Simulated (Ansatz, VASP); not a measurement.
**Two plane-wave programs on CuO**

The input INCAR:

```
  PREC = Accurate
  ENCUT = 520
  EDIFF = 1E-6
  ISMEAR = -1
  SIGMA = 0.05
  LREAL = F
  LASPH = T
  NELM = 150
  ALGO = Normal
  ISIF = 2
  LWAVE = F
  LCHARG = T
  LMAXMIX = 4
  LDAU = T
  LDAUTYPE = 2
  LDAUL = 2 -1
  LDAUU = 5.3 0
  LDAUJ = 0 0
  LDAUPRINT = 1
  LELF = T
  LVHAR = T
  NBANDS = 44
```

File KPOINTS:

```
regular mesh
0
Gamma
  9 5 5
```

POSCAR

```
CuO
1.0
   -2.3418500000      1.7113000000      0.0000000000
    0.8500300000      0.0000000000     -5.0578700000
   -2.3418500000     -5.1339000000      0.0000000000
Cu O
4 4
Direct
    0.2479969100      0.0006014900      0.2432966400
    0.7479969100      0.0006014900      0.7432966400
    0.9979969100      0.5006014900      0.4932966400
    0.4979969100      0.5006014900      0.9932966400
    0.7071969100      0.7506014900      0.2840966400
    0.2071969100      0.7506014900      0.7840966400
    0.7887969100      0.2506014900      0.2024966400
    0.3048216600      0.2457895500      0.7561235500
```

input.yaml

```yaml
crystal:
  lattice:
    - [-2.34185, 1.7113, 0.0]
    - [0.85003, 0.0, -5.05787]
    - [-2.34185, -5.1339, 0.0]
  atoms:
    - { symbol: Cu, position: [0.24799691, 0.00060149, 0.24329664] }
    - { symbol: Cu, position: [0.74799691, 0.00060149, 0.74329664] }
    - { symbol: Cu, position: [0.99799691, 0.50060149, 0.49329664] }
    - { symbol: Cu, position: [0.49799691, 0.50060149, 0.99329664] }
    - { symbol: O, position: [0.70719691, 0.75060149, 0.28409664] }
    - { symbol: O, position: [0.20719691, 0.75060149, 0.78409664] }
    - { symbol: O, position: [0.78879691, 0.25060149, 0.20249664] }
    - { symbol: O, position: [0.30482166, 0.24578955, 0.75612355] }
hamiltonian:
  xc: lda
  pseudopotentials: { kind: paw }
  hubbard: { sites: [{ species: Cu, l: d, u_eff: 5.3 }] }
kpoints:
  mp_grid: { grid: [9, 5, 5] }
  band_path:
    path:
      - [[0.0, 0.0, -0.5], [0.0, 0.0, 0.0], [0.0, 0.5, 0.0]]
      - [[0.0, 0.5, -0.5], [0.0, 0.0, 0.0], [0.5, -0.5, 0.0]]
      - [[0.5, -0.5, -0.5], [0.0, 0.0, 0.0], [0.5, 0.0, 0.0]]
      - [[0.5, 0.0, -0.5], [0.0, 0.0, 0.0]]
    npoints: 10
scf:
  occupations: { method: fermi_dirac, width: 0.05 }
  n_extra_bands: 20
output:
  forces: true
  stress: true
  eigenvalues: true
  fatbands: true
```

Alike in both runs: functional LDA; k mesh 9 × 5 × 5; occupations fermi-dirac, width 0.05 eV; no spin polarisation; Hubbard terms Cu d U = 5.3 eV.

|  | VASP | Ansatz |
| --- | --- | --- |
| version | VASP 6.6.1 | Ansatz 0.2.0 |
| potentials or method | VASP PAW LDA potentials, release 64 (Cu, O) | Ansatz PAW |
| plane-wave cutoff (eV) | 520 | 420 |
| valence electrons in the cell | 68 | 100 |
| task | single point | band structure |

```tsv
	VASP	Ansatz	Ansatz less VASP
gap on the k mesh at the Fermi level (eV)	none	none	-
pressure (GPa)	-10.0	-3.8	+6.26
traceless stress, the component that is largest in VASP (GPa)	3.20	2.10	-1.098
rms of the force components (eV/Å)	0.661	0.736	+0.0757
```

LDA's correlation is that of Perdew and Zunger in VASP and of Perdew and Wang (1992) in Ansatz. The programs project onto different local orbitals, so the same U acts differently, and such runs can settle in different states. Atom by atom the forces differ by 0.108 eV/Å (rms over components). A gap of «none» marks a metal or a gap that the smearing closes. VASP's potentials hold 68 valence electrons a cell and Ansatz's 100, so a difference there can come from the potentials and not from the codes.
